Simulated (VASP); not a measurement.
Crystal: CuI.

```
Cu I
1.0
     0.00000    2.95179    2.95179
     2.95179    0.00000    2.95179
     2.95179    2.95179    0.00000
Cu I
1 1
Direct
  0.00000 0.00000 0.00000
  0.25000 0.25000 0.25000
```

This cell differs from its parent crystal: strain -2.0%.

Base run:

* Program: VASP 6.6.1
* Functional: r2SCAN
* Potentials or basis: VASP PAW PBE potentials, release 64 (Cu, I)
* Cutoff: 520 eV
* k mesh: 8 × 8 × 8
* Occupations: gaussian, width 0.01 eV
* Spin: no spin polarisation

Its results: band gap on the k mesh 1.86 eV; pressure 3.0 GPa.

Task: The run is repeated on the same cell with these changes: functional from r2SCAN to PBE; occupations from gaussian, width 0.01 eV to fermi-dirac, width 0.02 eV. What comes out?

Result: Band gap on the k mesh 1.37 eV; pressure 4.4 GPa.

Caveats: the cell stands under pressure; spin-orbit coupling is left out, which moves the levels of the heavy elements; the PAW data sets were made with another functional, which shifts forces and pressure a little (at least some runs).

